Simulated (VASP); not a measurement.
Write the native input for VASP 6.6.1 that does the following.

- Task: single point
- Functional: PBE
- Potentials or basis: VASP PAW PBE potentials, release 64 (Ba_sv, Ti_sv, O)
- Cutoff: 520 eV
- k mesh: 6 × 6 × 6
- Occupations: gaussian, width 0.05 eV
- Spin: no spin polarisation
- Dipole correction: no
- Further INCAR settings: ALGO = Normal; EDIFF = 1e-06; NBANDS = 28

The structure of BaTiO3 lies in POSCAR:

```
BaTiO3
1.0
    4.0192501412      0.0000000000      0.0000000000
    0.0000000000      4.0192501412      0.0000000000
    0.0000000000      0.0000000000      4.0192501412
Ba Ti O
1 1 3
Direct
    0.5000000000      0.5000000000      0.5000000000
    0.0000000000      0.0000000000      0.0000000000
    0.5000000000      0.0000000000      0.0000000000
    0.0000000000      0.5000000000      0.0000000000
    0.0000000000      0.0000000000      0.5000000000
```

One way to write it, as run:

INCAR

```
SYSTEM = BaTiO3
PREC = Accurate ; ENCUT = 520
EDIFF = 1E-6 ; ISMEAR = 0
SIGMA = 0.05 ; LREAL = .FALSE.
LASPH = .TRUE. ; NELM = 60
ALGO = Normal ; ISIF = 2
LWAVE = .FALSE. ; LCHARG = .FALSE.
GGA = PE ; NBANDS = 28
```

KPOINTS

```
regular mesh
0
G
  6 6 6
  0 0 0
```

Potentials or basis: VASP PAW PBE potentials, release 64 (Ba_sv, Ti_sv, O).

The run is started by

```sh
$ cat potpaw_PBE.64/Ba_sv/POTCAR potpaw_PBE.64/Ti_sv/POTCAR potpaw_PBE.64/O/POTCAR > POTCAR
$ mpirun -np 1 vasp_std > vasp.out
```

It gave:

The pressure is 1.7 GPa and the band gap on the k mesh is 1.72 eV, indirect (least direct gap 1.88 eV).

Caveat: spin-orbit coupling is left out, which moves the levels of the heavy elements.

Run time: 61 s on 1 thread of AMD EPYC 7R13 (shared host), peak memory 0.16 GiB.
